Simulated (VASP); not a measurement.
# TiNi in VASP: further runs

Runs on TiNi. Level: r2SCAN. Tasks: relaxation of cell and atoms, single point.

All numbers are computed with VASP 6.6.1; they aren't measurements. Logs are shortened: lines on timing, memory, paths and dates and some standing lists are left out, and cuts for length are marked.

## 1. The cell of the first run

Symmetry: Pm-3m, No. 221, cubic system. Conventional cell: a = 2.874 Å, b = 2.874 Å, c = 2.874 Å, α = 90.00°, β = 90.00°, γ = 90.00°. Within 3.3 Å of Ti (site symmetry m-3m) lie 8 Ni at 2.49 Å and 6 Ti at 2.87 Å. Within 3.3 Å of Ni (site symmetry m-3m) lie 8 Ti at 2.49 Å and 6 Ni at 2.87 Å.

## 2. Relaxation of cell and atoms, r2SCAN, target pressure 25 GPa, at which the enthalpy is minimised

File POSCAR:

```
TiNi
1.0
    2.8743082063      0.0000000000      0.0000000000
    0.0000000000      2.8743082063      0.0000000000
    0.0000000000      0.0000000000      2.8743082063
Ti Ni
1 1
Direct
    0.5000000000      0.5000000000      0.5000000000
    0.0000000000      0.0000000000      0.0000000000
```

File INCAR.step1:

```
PREC     = Accurate       # precision mode
ENCUT    = 600            # plane-wave cutoff, eV
ISMEAR   = 0              # smearing method
SIGMA    = 0.1            # smearing width, eV
LREAL    = False          # projectors in reciprocal space
LASPH    = True           # aspherical terms in the spheres
NELM     = 60             # most SCF steps
GGA      = PE             # functional
ALGO     = Normal         # electronic algorithm
EDIFF    = 1E-4           # SCF threshold, eV
LWAVE    = True           # write WAVECAR
LCHARG   = False          # write CHGCAR
```

File INCAR.step2:

```
PREC     = Accurate       # precision mode
ENCUT    = 600            # plane-wave cutoff, eV
EDIFF    = 1E-6           # SCF threshold, eV
ISMEAR   = 0              # smearing method
SIGMA    = 0.1            # smearing width, eV
LREAL    = False          # projectors in reciprocal space
LASPH    = True           # aspherical terms in the spheres
NELM     = 60             # most SCF steps
ALGO     = Normal         # electronic algorithm
ISIF     = 3              # what is computed and relaxed
LWAVE    = False          # write WAVECAR
LCHARG   = False          # write CHGCAR
METAGGA  = R2SCAN         # meta-GGA
LMIXTAU  = True         
IBRION   = 2              # ionic algorithm
NSW      = 70             # ionic steps
EDIFFG   = -0.008         # ionic threshold
PSTRESS  = 250.0        
ISTART   = 1
```

File KPOINTS:

```
regular mesh
0
Gamma
  14 14 14
```

Potentials or basis: VASP PAW PBE potentials, release 64 (Ti_sv, Ni).

Run with:

```
> cat potpaw_PBE.64/Ti_sv/POTCAR potpaw_PBE.64/Ni/POTCAR > POTCAR
> cp INCAR.step1 INCAR
> mpirun -np 1 vasp_std > vasp.out
> cp INCAR.step2 INCAR
> mpirun -np 1 vasp_std > vasp.out
```

OUTCAR:

```text
PREC = Accurate
   ENCUT = 600
   EDIFF = 1E-6
   ISMEAR = 0
   LREAL = False
   LASPH = True
   NELM = 60
   ISIF = 3
   METAGGA = R2SCAN
   IBRION = 2
   NSW = 70
   EDIFFG = -0.008
   PSTRESS = 250.0
   ISTART = 1

 ion  position               nearest neighbor table
   1  0.500  0.500  0.500-   2 2.49   2 2.49   2 2.49   2 2.49   2 2.49   2 2.49   2 2.49   2 2.49

   2  0.000  0.000  0.000-   1 2.49   1 2.49   1 2.49   1 2.49   1 2.49   1 2.49   1 2.49   1 2.49

  LATTYP: Found a simple cubic cell.
 ALAT       =     2.8743082063

  Lattice vectors:

 A1 = (   2.8743082063,   0.0000000000,   0.0000000000)
 A2 = (   0.0000000000,   2.8743082063,   0.0000000000)
 A3 = (   0.0000000000,   0.0000000000,   2.8743082063)

Analysis of symmetry for initial positions (statically):
=====================================================================
 Subroutine PRICEL returns:
 Original cell was already a primitive cell.

 Routine SETGRP: Setting up the symmetry group for a
 simple cubic supercell.

 Subroutine GETGRP returns: Found 48 space group operations
 (whereof 48 operations were pure point group operations)
 out of a pool of 48 trial point group operations.

The static configuration has the point symmetry O_h .

Analysis of symmetry for dynamics (positions and initial velocities):
=====================================================================
 Subroutine PRICEL returns:
 Original cell was already a primitive cell.

 Routine SETGRP: Setting up the symmetry group for a
 simple cubic supercell.

 Subroutine GETGRP returns: Found 48 space group operations
 (whereof 48 operations were pure point group operations)
 out of a pool of 48 trial point group operations.

The dynamic configuration has the point symmetry O_h .

 Subroutine INISYM returns: Found 48 space group operations
 (whereof 48 operations are pure point group operations),
 and found     1 'primitive' translations

----------------------------------------------------------------------------------------

                                     Primitive cell

  volume of cell :      23.7465

  direct lattice vectors                    reciprocal lattice vectors
     2.874308206  0.000000000  0.000000000     0.347909802  0.000000000  0.000000000
     0.000000000  2.874308206  0.000000000     0.000000000  0.347909802  0.000000000
     0.000000000  0.000000000  2.874308206     0.000000000  0.000000000  0.347909802

  length of vectors
[... 97 lines left out ...]
   ISMEAR =     0;   SIGMA  =   0.10  broadening in eV -4-tet -1-fermi 0-gaus
   EFERMI_NEDOS =   21; number of points for ismear=-14 and -15
   IALGO  =     38    algorithm
   IMIX   =      4    mixing-type and parameters
     AMIX     =   0.40;   BMIX     =  1.00
     AMIX_MAG =   1.60;   BMIX_MAG =  1.00
  volume/ion in A,a.u.               =      11.87        80.12
  Fermi-wavevector in a.u.,A,eV,Ry     =   1.595937  3.015883 34.654238  2.547015
  Thomas-Fermi vector in A             =   2.693778
   LORBIT       =      0    0 simple, 1 ext, 2 COOP (PROOUT), +10 PAW based schemes
   METAGGA = R2SCAN    functional components
   LHFCALC =     F    Hartree Fock is set to
   AEXX    =    0.0000 exact exchange contribution
   IVDW    =     0    specifies the selected vdW correction
   LEPSILON=     F    determine dielectric tensor
   LRPA    =     F    only Hartree local field effects (RPA)
 conjugate gradient relaxation of ions
 non-spin polarized calculation
 Gauss-broadening in eV      SIGMA  =   0.10
  energy-cutoff  :      600.00
  volume of cell :       23.75
 maximum number of plane-waves:       840
 NGX is ok and might be reduce to    24
   NGX = 11   NGY = 11   NGZ = 11

--------------------------------------- Ionic step        1  -------------------------------------------

 number of electron      22.0000017 magnetization

 Free energy of the ion-electron system (eV)
  ---------------------------------------------------
  ext. energy  EPLUGINS =         0.00000000
  ---------------------------------------------------
  free energy    TOTEN  =       -25.35206847 eV

  energy without entropy =      -25.33974153  energy(sigma->0) =      -25.34590500

------------------------ aborting loop because EDIFF is reached ----------------------------------------

  FORCE on cell =-STRESS in cart. coord.  units (eV):
  Direction    XX          YY          ZZ          XY          YZ          ZX
  --------------------------------------------------------------------------------------
  -------------------------------------------------------------------------------------
  Total        3.9192112      3.9192112      3.9192112      0.0000000      0.0000000     -0.0000000
  in kB      264.4291023    264.4291023    264.4291023      0.0000000      0.0000000     -0.0000000
  external PRESSURE =      14.4291023 kB  Pullay stress =     250.0000000 kB
[... 63 lines left out ...]
--------------------------------------- Ionic step        3  -------------------------------------------

 number of electron      22.0000018 magnetization

 Free energy of the ion-electron system (eV)
  ---------------------------------------------------
  ext. energy  EPLUGINS =         0.00000000
  ---------------------------------------------------
  free energy    TOTEN  =       -25.37287095 eV

  energy without entropy =      -25.36053533  energy(sigma->0) =      -25.36670314

 E-fermi :  11.1127     XC(G=0): -14.2280

 val. band max:       11.0964316418   @ k =   0.4286   0.4286   0.0714
 cond. band min:      11.1148550214   @ k =   0.3571   0.0714   0.0714
 fundamental gap:      0.0184233796
 Fermi energy:        11.1126613570

 k-point     1 :       0.0000    0.0000    0.0000
  band No.  band energies     occupation
      1     -48.2820      2.00000
      2     -23.2949      2.00000
      3     -23.2949      2.00000
      4     -23.2949      2.00000
      5       2.3380      2.00000
      6       6.3651      2.00000
      7       6.3651      2.00000
      8       8.7172      2.00000
      9       8.7172      2.00000
     10       8.7172      2.00000
     11      11.6932      0.00000
     12      11.6932      0.00000
     13      14.2369      0.00000
     14      14.2369      0.00000
[... 401 lines left out ...]
      2     -23.6372      2.00000
      3     -23.4315      2.00000
      4     -23.2509      2.00000
      5       5.3879      2.00000
      6       7.0264      2.00000
      7       7.8119      2.00000
      8       8.2337      2.00000
      9       8.5605      2.00000
     10       8.6376      2.00000
     11      10.9573      1.97197
     12      11.3422      0.00117
     13      12.2058      0.00000
     14      12.7280      0.00000
     15      13.9071      0.00000

 [... further k-points ...]
[... 5 lines left out ...]
  --------------------------------------------------------------------------------------
  -------------------------------------------------------------------------------------
  Total        3.7145518      3.7145518      3.7145518      0.0000000      0.0000000     -0.0000000
  in kB      249.2609244    249.2609244    249.2609244      0.0000000      0.0000000     -0.0000000
  external PRESSURE =      -0.7390756 kB  Pullay stress =     250.0000000 kB
[... 21 lines left out ...]
  energy  without entropy=      -25.3605353272  energy(sigma->0) =      -25.36670314

  enthalpy is  TOTEN    =       -21.6473052680 eV   P V=        3.7255656805

 reached required accuracy - stopping structural energy minimisation
```

It took 4.2 min on 1 thread of Intel Xeon Platinum 8375C at 2.90GHz (Ice Lake), shared host; peak memory 0.2 GiB.

Results:

```
Free energy                                            : -25.3729 eV
Relaxed volume                                         : 11.94 Å³/atom
Relaxed cell                                           : a = 2.880 Å, b = 2.880 Å, c = 2.880 Å, α = 90.00°, β = 90.00°, γ = 90.00°
Space group after relaxing (to 0.05 Å)                 : Pm-3m (No. 221)
Energy change on relaxing (the enthalpy is what falls) : -10.4 meV/atom
Ionic steps                                            : 3
Pressure after relaxing                                : 24.9 GPa
Band gap on the k mesh                                 : zero (band 11 reaches 11.69 eV, above the bottom of band 12 at 9.62 eV)
```

Step by step:
```
step  energy change (eV)  largest force (eV/Å)  pressure (GPa)  volume (Å³)
   1              0.0000                0.0000           26.44        23.75
   2             -0.0562                0.0000           22.33        24.12
   3             -0.0208                0.0000           24.93        23.88
```

Final structure:
```
CELL_PARAMETERS angstrom
2.87953 0.00000 0.00000
0.00000 2.87953 0.00000
0.00000 0.00000 2.87953
ATOMIC_POSITIONS crystal
Ti 0.50000 0.50000 0.50000
Ni 0.00000 0.00000 0.00000
```

Levels at points of the mesh, in eV from the Fermi level:
```
           k point  band 7  band 8  band 9  band 10  band 11  band 12  band 13  band 14  band 15
(0.00, 0.00, 0.00)   -4.75   -2.40   -2.40    -2.40     0.58     0.58     3.12     3.12     3.12
(0.50, 0.00, 0.00)   -3.38   -2.53   -2.53    -2.04    -0.89    -0.63     0.73     0.73     2.69
(0.50, 0.50, 0.00)   -3.33   -3.33   -1.52    -0.83     0.48     0.48     1.14     2.74     2.74
(0.50, 0.50, 0.50)   -3.35   -2.69   -2.69    -2.69    -1.49    -1.49     3.84     3.84     7.46
```

Caveat: the cell is relaxed towards a set pressure, so the enthalpy falls and the energy may rise; the PAW data sets were made with another functional, which shifts forces and pressure a little.

(Continued in part 2 of 2.)
